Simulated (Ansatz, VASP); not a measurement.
Two plane-wave programs on LiF

File INCAR:

```
PREC = Accurate
ENCUT = 520
EDIFF = 1E-6
ISMEAR = -1
SIGMA = 0.02
LREAL = False
LASPH = True
NELM = 60
ALGO = Normal
ISIF = 2
LWAVE = False
LCHARG = False
GGA = PE
NBANDS = 12
```

File KPOINTS:

```
regular mesh
0
Gamma
  10 10 10
```

File POSCAR:

```
LiF
1.0
   -0.0463235879      2.0982869620      2.0982869620
    2.0982869620     -0.0463235879      2.0982869620
    2.0982869620      2.0982869620     -0.0463235879
Li F
1 1
Direct
   -0.0023066025     -0.0023066025     -0.0023066025
    0.2523066025      0.2523066025      0.2523066025
```

Input for Ansatz:

```yaml
crystal:
  lattice:
    - [-0.0463235879, 2.098286962, 2.098286962]
    - [2.098286962, -0.0463235879, 2.098286962]
    - [2.098286962, 2.098286962, -0.0463235879]
  atoms:
    - { symbol: Li, position: [-0.0023066025, -0.0023066025, -0.0023066025] }
    - { symbol: F, position: [0.2523066025, 0.2523066025, 0.2523066025] }
kpoints:
  mp_grid: { grid: [10, 10, 10] }
  band_path:
    path:
      - [0.0, 0.0, 0.0]
      - [-0.5, -0.5, 0.0]
      - [-0.375, -0.375, 0.25]
      - [-0.375, 0.0, 0.375]
      - [0.0, 0.0, 0.5]
      - [-0.5, -0.25, 0.25]
    npoints: 1
hamiltonian:
  xc: pbe
scf:
  occupations: { method: fermi_dirac, width: 0.02 }
  n_extra_bands: 4
output:
  forces: true
  stress: true
  eigenvalues: true
```

Change from the starting cell: shear_111 strain -3.2%.

Alike in both runs: task single point; functional PBE; k mesh 10 × 10 × 10; occupations fermi-dirac, width 0.02 eV; no spin polarisation.

```csv
,VASP,Ansatz
version,VASP 6.6.1,Ansatz 0.2.0
potentials or method,"VASP PAW PBE potentials, release 64 (Li_sv, F)","plane waves, PAW"
plane-wave cutoff (eV),520,420
valence electrons in the cell,10,10
```

|  | VASP | Ansatz | Ansatz less VASP |
| --- | --- | --- | --- |
| gap on the k mesh at the Fermi level (eV) | 8.01 | 8.02 | +0.013 |
| rms of the force components (eV/Å) | 0.004 | 0.003 | -0.0013 |

Atom by atom the forces differ by 0.001 eV/Å (rms over components).

Noted on VASP's run: the cutoff is under 1.25 times that of the potentials, so the pressure is a little rough.
